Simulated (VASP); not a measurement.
# YSn3 (Pm-3m) in VASP: notebook

The runs below take YSn3 through single point, relaxation of cell and atoms, with LDA.

All numbers are computed with VASP 6.6.1; they aren't measurements. Logs are shortened: lines on timing, memory, paths and dates and some standing lists are left out, and cuts for length are marked.

**1. The cell of the first run**

It takes space group Pm-3m (No. 221, cubic). The conventional cell has a = 4.603 Å, b = 4.603 Å, c = 4.603 Å, α = 90.00°, β = 90.00°, γ = 90.00°. Y (site symmetry m-3m) has 12 Sn at 3.25 Å within 4.3 Å. Sn (site symmetry 4/mmm) has 4 Y at 3.25 Å and 8 Sn at 3.25 Å within 4.3 Å.

**2. Single point, LDA**

INCAR

```
SYSTEM = YSn3
PREC     = Accurate       ! precision mode
ENCUT    = 520            ! plane-wave cutoff, eV
EDIFF    = 1E-6           ! SCF threshold, eV
ISMEAR   = 1              ! smearing method
SIGMA    = 0.05           ! smearing width, eV
LREAL    = .FALSE.        ! projectors in reciprocal space
LASPH    = .TRUE.         ! aspherical terms in the spheres
NELM     = 100            ! most SCF steps
ALGO     = Normal         ! electronic algorithm
ISIF     = 2              ! what is computed and relaxed
LWAVE    = .FALSE.        ! write WAVECAR
LCHARG   = .FALSE.        ! write CHGCAR
NBANDS   = 34             ! bands
```

KPOINTS

```
Automatic mesh
0
G
  5 5 5
  0 0 0
```

POSCAR

```
YSn3
1.0
    4.6028166746      0.0000000000      0.0000000000
    0.0000000000      4.6028166746      0.0000000000
    0.0000000000      0.0000000000      4.6028166746
Y Sn
1 3
Direct
    0.0000000000      0.0000000000      0.0000000000
    0.0000000000      0.5000000000      0.5000000000
    0.5000000000      0.0000000000      0.5000000000
    0.5000000000      0.5000000000      0.0000000000
```

Potentials or basis: VASP PAW LDA potentials, release 64 (Y_sv, Sn_d).

On the command line:

```
> cat potpaw_LDA.64/Y_sv/POTCAR potpaw_LDA.64/Sn_d/POTCAR > POTCAR
> mpirun -np 1 vasp_std > vasp.out
```

OUTCAR:

```text
SYSTEM = YSn3
   PREC = Accurate
   ENCUT = 520
   EDIFF = 1E-6
   ISMEAR = 1
   LREAL = .FALSE.
   LASPH = .TRUE.
   NELM = 100
   ISIF = 2

 ion  position               nearest neighbor table
   1  0.000  0.000  0.000-   2 3.25   3 3.25   4 3.25   2 3.25   3 3.25   2 3.25   4 3.25   2 3.25
                             3 3.25   4 3.25   3 3.25   4 3.25
   2  0.000  0.500  0.500-   1 3.25   3 3.25   4 3.25   1 3.25   4 3.25   1 3.25   3 3.25   1 3.25
                             3 3.25   4 3.25   4 3.25   3 3.25
   3  0.500  0.000  0.500-   1 3.25   2 3.25   4 3.25   1 3.25   4 3.25   2 3.25   4 3.25   4 3.25
                             1 3.25   2 3.25   1 3.25   2 3.25
   4  0.500  0.500  0.000-   1 3.25   2 3.25   3 3.25   2 3.25   3 3.25   1 3.25   3 3.25   3 3.25
                             1 3.25   2 3.25   2 3.25   1 3.25

  LATTYP: Found a simple cubic cell.
 ALAT       =     4.6028166746

  Lattice vectors:

 A1 = (   4.6028166746,   0.0000000000,   0.0000000000)
 A2 = (   0.0000000000,   4.6028166746,   0.0000000000)
 A3 = (   0.0000000000,   0.0000000000,   4.6028166746)

Analysis of symmetry for initial positions (statically):
=====================================================================
 Subroutine PRICEL returns:
 Original cell was already a primitive cell.

 Routine SETGRP: Setting up the symmetry group for a
 simple cubic supercell.

 Subroutine GETGRP returns: Found 48 space group operations
 (whereof 48 operations were pure point group operations)
 out of a pool of 48 trial point group operations.

The static configuration has the point symmetry O_h .

Analysis of symmetry for dynamics (positions and initial velocities):
=====================================================================
 Subroutine PRICEL returns:
 Original cell was already a primitive cell.

 Routine SETGRP: Setting up the symmetry group for a
 simple cubic supercell.

 Subroutine GETGRP returns: Found 48 space group operations
 (whereof 48 operations were pure point group operations)
 out of a pool of 48 trial point group operations.

The dynamic configuration has the point symmetry O_h .

 Subroutine INISYM returns: Found 48 space group operations
 (whereof 48 operations are pure point group operations),
 and found     1 'primitive' translations

----------------------------------------------------------------------------------------

                                     Primitive cell

  volume of cell :      97.5149

  direct lattice vectors                    reciprocal lattice vectors
     4.602816675  0.000000000  0.000000000     0.217258273  0.000000000  0.000000000
     0.000000000  4.602816675  0.000000000     0.000000000  0.217258273  0.000000000
     0.000000000  0.000000000  4.602816675     0.000000000  0.000000000  0.217258273

  length of vectors
     4.602816675  4.602816675  4.602816675     0.217258273  0.217258273  0.217258273

  position of ions in fractional coordinates (direct lattice)
     0.000000000  0.000000000  0.000000000
     0.000000000  0.500000000  0.500000000
     0.500000000  0.000000000  0.500000000
     0.500000000  0.500000000  0.000000000

  ion indices of the primitive-cell ions
   primitive index   ion index
                 1           1
                 2           2
                 3           3
                 4           4

----------------------------------------------------------------------------------------

 KPOINTS: Automatic mesh

Automatic generation of k-mesh.
 Grid dimensions read from file:
 generate k-points for:    5    5    5

 Generating k-lattice:

  Cartesian coordinates                     Fractional coordinates (reciprocal lattice)
     0.043451655  0.000000000  0.000000000     0.200000000  0.000000000  0.000000000
     0.000000000  0.043451655  0.000000000     0.000000000  0.200000000  0.000000000
     0.000000000  0.000000000  0.043451655     0.000000000  0.000000000  0.200000000

  Length of vectors
     0.043451655  0.043451655  0.043451655

  Shift w.r.t. Gamma in fractional coordinates (k-lattice)
     0.000000000  0.000000000  0.000000000

 Subroutine IBZKPT returns following result:
 ===========================================

 Found     10 irreducible k-points:

 Following reciprocal coordinates:
            Coordinates               Weight
  0.000000  0.000000  0.000000      1.000000
  0.200000  0.000000  0.000000      6.000000
  0.400000  0.000000  0.000000      6.000000
  0.200000  0.200000  0.000000     12.000000
  0.400000  0.200000  0.000000     24.000000
  0.400000  0.400000  0.000000     12.000000
  0.200000  0.200000  0.200000      8.000000
  0.400000  0.200000  0.200000     24.000000
  0.400000  0.400000  0.200000     24.000000
  0.400000  0.400000  0.400000      8.000000
   k-points           NKPTS =     10   k-points in BZ     NKDIM =     10   number of bands    NBANDS=     34
   number of dos      NEDOS =    301   number of ions     NIONS =      4
   total plane-waves  NPLWV =  46656
   dimension x,y,z NGX =    36 NGY =   36 NGZ =   36
   dimension x,y,z NGXF=    72 NGYF=   72 NGZF=   72
   ions per type =               1   3
   NGX,Y,Z   is equivalent  to a cutoff of  13.00, 13.00, 13.00 a.u.
   NGXF,Y,Z  is equivalent  to a cutoff of  26.01, 26.01, 26.01 a.u.
 SYSTEM =  YSn3
   PREC   = accura    normal or accurate (medium, high low for compatibility)
   ISTART =      0    job   : 0-new  1-cont  2-samecut
   ICHARG =      2    charge: 1-file 2-atom 10-const
   ISPIN  =      1    spin polarized calculation?
   LNONCOLLINEAR =      F non collinear calculations
   LSORBIT =      F    spin-orbit coupling
   LASPH  =      T    aspherical Exc in radial PAW
   ENCUT  =  520.0 eV  38.22 Ry    6.18 a.u.   8.56  8.56  8.56*2*pi/ulx,y,z
   NELM   =    100;   NELMIN=  2; NELMDL= -5     # of ELM steps
   EDIFF  = 0.1E-05   stopping-criterion for ELM
   LREAL  =      F    real-space projection
   EDIFFG = 0.1E-04   stopping-criterion for IOM
   NSW    =      0    number of steps for IOM
   IBRION =     -1    ionic relax: 0-MD 1-quasi-New 2-CG
   NFREE  =      0    steps in history (QN), initial steepest desc. (CG)
   ISIF   =      2    stress and relaxation
   ISYM   =      2    0-nonsym 1-usesym 2-fastsym
   POTIM  = 0.5000    time-step for ionic-motion
   TEBEG  =    0.0;   TEEND  =   0.0 temperature during run
   PSTRESS=    0.0 pullay stress
   NELECT =      53.0000    total number of electrons
   NUPDOWN=      -1.0000    fix difference up-down
   EMIN   =  10.00;   EMAX   =-10.00  energy-range for DOS
   EFERMI =   0.00;   METHOD = LEGACY
   ISMEAR =     1;   SIGMA  =   0.05  broadening in eV -4-tet -1-fermi 0-gaus
   EFERMI_NEDOS =   21; number of points for ismear=-14 and -15
   IALGO  =     38    algorithm
   IMIX   =      4    mixing-type and parameters
     AMIX     =   0.40;   BMIX     =  1.00
     AMIX_MAG =   1.60;   BMIX_MAG =  1.00
  volume/ion in A,a.u.               =      24.38       164.52
  Fermi-wavevector in a.u.,A,eV,Ry     =   1.336010  2.524693 24.285356  1.784923
  Thomas-Fermi vector in A             =   2.464670
   LORBIT       =      0    0 simple, 1 ext, 2 COOP (PROOUT), +10 PAW based schemes
   GGA     = CA    functional components
   LHFCALC =     F    Hartree Fock is set to
   AEXX    =    0.0000 exact exchange contribution
   IVDW    =     0    specifies the selected vdW correction
   LEPSILON=     F    determine dielectric tensor
   LRPA    =     F    only Hartree local field effects (RPA)
 non-spin polarized calculation
 Methfessel and Paxton  Order N= 1 SIGMA  =   0.05
  energy-cutoff  :      520.00
  volume of cell :       97.51
 maximum number of plane-waves:      2641
 NGX is ok and might be reduce to    36
   NGX = 17   NGY = 17   NGZ = 17

 number of electron      53.0000019 magnetization

 Free energy of the ion-electron system (eV)
  ---------------------------------------------------
  ext. energy  EPLUGINS =         0.00000000
  ---------------------------------------------------
  free energy    TOTEN  =       -22.41516179 eV

  energy without entropy =      -22.41318482  energy(sigma->0) =      -22.41450280

 E-fermi :   8.0733     XC(G=0): -11.0625

 val. band max:        8.0359815595   @ k =   0.4000   0.0000   0.0000
 cond. band min:       8.0843396926   @ k =   0.4000   0.2000   0.2000
 fundamental gap:      0.0483581331
 Fermi energy:         8.0732774499

 k-point     1 :       0.0000    0.0000    0.0000
  band No.  band energies     occupation
      1     -34.5882      2.00000
      2     -14.7461      2.00000
      3     -14.7461      2.00000
      4     -14.7461      2.00000
      5     -13.2835      2.00000
      6     -13.2835      2.00000
[... 26 lines left out ...]
     33      10.3625      0.00000
     34      10.3625      0.00000

 k-point     2 :       0.2000    0.0000    0.0000
  band No.  band energies     occupation
      1     -34.5879      2.00000
      2     -14.7676      2.00000
      3     -14.7550      2.00000
      4     -14.7550      2.00000
      5     -13.2795      2.00000
      6     -13.2578      2.00000
[... 26 lines left out ...]
     33      11.6067      0.00000
     34      11.9974      0.00000

 k-point     3 :       0.4000    0.0000    0.0000
  band No.  band energies     occupation
      1     -34.5873      2.00000
      2     -14.8017      2.00000
      3     -14.7691      2.00000
      4     -14.7691      2.00000
      5     -13.2727      2.00000
      6     -13.2052      2.00000
[... 26 lines left out ...]
     33      11.0535      0.00000
     34      13.9597      0.00000
[... 186 lines left out ...]
 k-point     9 :       0.4000    0.4000    0.2000
  band No.  band energies     occupation
      1     -34.5863      2.00000
      2     -14.7943      2.00000
      3     -14.7819      2.00000
      4     -14.7785      2.00000
      5     -13.2159      2.00000
      6     -13.1891      2.00000
[... 26 lines left out ...]
     33      12.2856      0.00000
     34      13.1743      0.00000

 k-point    10 :       0.4000    0.4000    0.4000
  band No.  band energies     occupation
      1     -34.5859      2.00000
      2     -14.7835      2.00000
      3     -14.7733      2.00000
      4     -14.7733      2.00000
      5     -13.2196      2.00000
      6     -13.2001      2.00000
[... 26 lines left out ...]
     33      13.4750      0.00000
     34      13.4757      0.00000

------------------------ aborting loop because EDIFF is reached ----------------------------------------

  FORCE on cell =-STRESS in cart. coord.  units (eV):
  Direction    XX          YY          ZZ          XY          YZ          ZX
  --------------------------------------------------------------------------------------
  -------------------------------------------------------------------------------------
  Total        0.0048891      0.0048891      0.0048891      0.0000000     -0.0000000      0.0000000
  in kB        0.0803288      0.0803288      0.0803288      0.0000000     -0.0000000      0.0000000
  external PRESSURE =       0.0803288 kB  Pullay stress =       0.0000000 kB

 VOLUME and BASIS-vectors are now :
 -----------------------------------------------------------------------------
  energy-cutoff  :      520.00
  volume of cell :       97.51
      direct lattice vectors                 reciprocal lattice vectors
     4.602816675  0.000000000  0.000000000     0.217258273  0.000000000  0.000000000
     0.000000000  4.602816675  0.000000000     0.000000000  0.217258273  0.000000000
     0.000000000  0.000000000  4.602816675     0.000000000  0.000000000  0.217258273

 POSITION                                       TOTAL-FORCE (eV/Angst)
 -----------------------------------------------------------------------------------
      0.00000      0.00000      0.00000         0.000000      0.000000      0.000000
      0.00000      2.30141      2.30141         0.000000      0.000000      0.000000
      2.30141      0.00000      2.30141         0.000000      0.000000      0.000000
      2.30141      2.30141      0.00000         0.000000      0.000000      0.000000
 -----------------------------------------------------------------------------------
    total drift:                                0.000000      0.000000      0.000000

  FREE ENERGIE OF THE ION-ELECTRON SYSTEM (eV)
  ---------------------------------------------------
  free  energy   TOTEN  =       -22.4151617896 eV

  energy  without entropy=      -22.4131848189  energy(sigma->0) =      -22.41450280
```

It took 65 s on 1 thread of AMD EPYC 7R13, shared host; peak memory 0.16 GiB.

What came out:

```yaml
Free_energy: -22.4152 eV
Pressure: 0.0 GPa
```

Caveat: spin-orbit coupling is left out, which moves the levels of the heavy elements.

**3. Relaxation of cell and atoms, LDA**

This run uses another cell than the first one, of 25.40 Å³/atom, 1.042 times its volume.

INCAR

```
SYSTEM = YSn3
  PREC = Accurate
  ENCUT = 600
  EDIFF = 1E-7
  ISMEAR = 1
  SIGMA = 0.05
  LREAL = .FALSE.
  LASPH = .TRUE.
  NELM = 60
  ALGO = Normal
  ISIF = 3
  LWAVE = .FALSE.
  LCHARG = .FALSE.
  GGA = CA
  IBRION = 2
  NSW = 60
  EDIFFG = -0.03
```

KPOINTS is that of step 2.

POSCAR

```
YSn3
1.0
    4.6660000000      0.0000000000      0.0000000000
    0.0000000000      4.6660000000      0.0000000000
    0.0000000000      0.0000000000      4.6660000000
Y Sn
1 3
Direct
    0.0000000000      0.0000000000      0.0000000000
    0.0000000000      0.5000000000      0.5000000000
    0.5000000000      0.0000000000      0.5000000000
    0.5000000000      0.5000000000      0.0000000000
```

Potentials or basis: VASP PAW LDA potentials, release 64 (Y_sv, Sn_d).

On the command line:

```
> cat potpaw_LDA.64/Y_sv/POTCAR potpaw_LDA.64/Sn_d/POTCAR > POTCAR
> mpirun -np 1 vasp_std > vasp.out
```

Run time: 2.6 min. Hardware: 1 thread of AMD EPYC 7R13, shared host; peak memory 0.2 GiB.

The run converged. Its results:

- Free energy: -22.4157 eV
- Relaxed volume: 24.40 Å³/atom
- Relaxed cell: a = 4.604 Å, b = 4.604 Å, c = 4.604 Å, α = 90.00°, β = 90.00°, γ = 90.00°
- Space group after relaxing (to 0.05 Å): Pm-3m (No. 221)
- Energy gained by relaxing: 8.0 meV/atom
- Ionic steps: 3
- Pressure after relaxing: 0.0 GPa

Step by step:
```
step  energy change (eV)  largest force (eV/Å)  pressure (GPa)  volume (Å³)
   1              0.0000                0.0000           -2.46       101.59
   2             -0.0259                0.0000            1.21        95.96
   3             -0.0320                0.0000           -0.02        97.59
```

Final structure:
```
Y Sn
1.0
     4.60407    0.00000    0.00000
     0.00000    4.60407    0.00000
     0.00000    0.00000    4.60407
Y Sn
1 3
Direct
  0.00000 0.00000 0.00000
  0.00000 0.50000 0.50000
  0.50000 0.00000 0.50000
  0.50000 0.50000 0.00000
```

Levels at points of the mesh, in eV from the Fermi level:
```csv
k point,band 23,band 24,band 25,band 26,band 27,band 28,band 29,band 30
"(0.00, 0.00, 0.00)",-2.99,-2.99,-2.99,1.52,1.52,1.52,1.63,2.15
```

Caveat: spin-orbit coupling is left out, which moves the levels of the heavy elements. LDA usually gives volumes a few per cent too small.
